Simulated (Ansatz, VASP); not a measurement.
C: VASP beside Ansatz

INCAR

```
SYSTEM = C
PREC = Accurate
ENCUT = 520
EDIFF = 1E-6
ISMEAR = -1
SIGMA = 0.05
LREAL = .False.
LASPH = .True.
NELM = 80
ALGO = Normal
ISIF = 2
LWAVE = .False.
LCHARG = .True.
LELF = .True.
LVHAR = .True.
NBANDS = 16
```

The input KPOINTS:

```
Automatic mesh
0
Gamma
  12 12 12
  0 0 0
```

POSCAR

```
C
1.0
    1.2413551441      0.7166967267      8.3374684561
   -1.2413551441      0.7166967267      8.3374684561
    0.0000000000     -1.4333934532      8.3374684561
C
4
Direct
    0.0871730800      0.0871730800      0.0871730800
    0.7538500600      0.7538500600      0.7538500600
    0.2461499400      0.2461499400      0.2461499400
    0.9128269200      0.9128269200      0.9128269200
```

Contents of input.yaml:

```yaml
crystal:
  lattice:
    - [1.2413551441, 0.7166967267, 8.3374684561]
    - [-1.2413551441, 0.7166967267, 8.3374684561]
    - [0.0, -1.4333934532, 8.3374684561]
  atoms:
    - { symbol: C, position: [0.08717308, 0.08717308, 0.08717308] }
    - { symbol: C, position: [0.75385006, 0.75385006, 0.75385006] }
    - { symbol: C, position: [0.24614994, 0.24614994, 0.24614994] }
    - { symbol: C, position: [0.91282692, 0.91282692, 0.91282692] }
hamiltonian:
  xc: lda
  pseudopotentials: { kind: paw }
kpoints:
  mp_grid: { grid: [12, 12, 12] }
scf:
  occupations: { method: fermi_dirac, width: 0.05 }
output:
  forces: true
  stress: true
  eigenvalues: true
```

Alike in both runs: task single point; functional LDA; k mesh 12 × 12 × 12; occupations fermi-dirac, width 0.05 eV; no spin polarisation.

|  | VASP | Ansatz |
| --- | --- | --- |
| version | VASP 6.6.1 | Ansatz 0.2.0 |
| potentials or method | VASP PAW LDA potentials, release 64 (C) | Ansatz PAW |
| plane-wave cutoff (eV) | 520 | 420 |
| valence electrons in the cell | 16 | 16 |

|  | VASP | Ansatz | Ansatz less VASP |
| --- | --- | --- | --- |
| gap on the k mesh at the Fermi level (eV) | 0.19 | 0.18 | -0.001 |
| least direct gap on the mesh (eV) | 0.19 | 0.18 | -0.001 |
| pressure (GPa) | -9.6 | -10.2 | -0.62 |
| traceless stress, the component that is largest in VASP (GPa) | 8.59 | 9.30 | +0.714 |
| rms of the force components (eV/Å) | 0.004 | 0.004 | 0.0000 |

LDA's correlation is that of Perdew and Zunger in VASP and of Perdew and Wang (1992) in Ansatz. Atom by atom the forces differ by 0.000 eV/Å (rms over components).
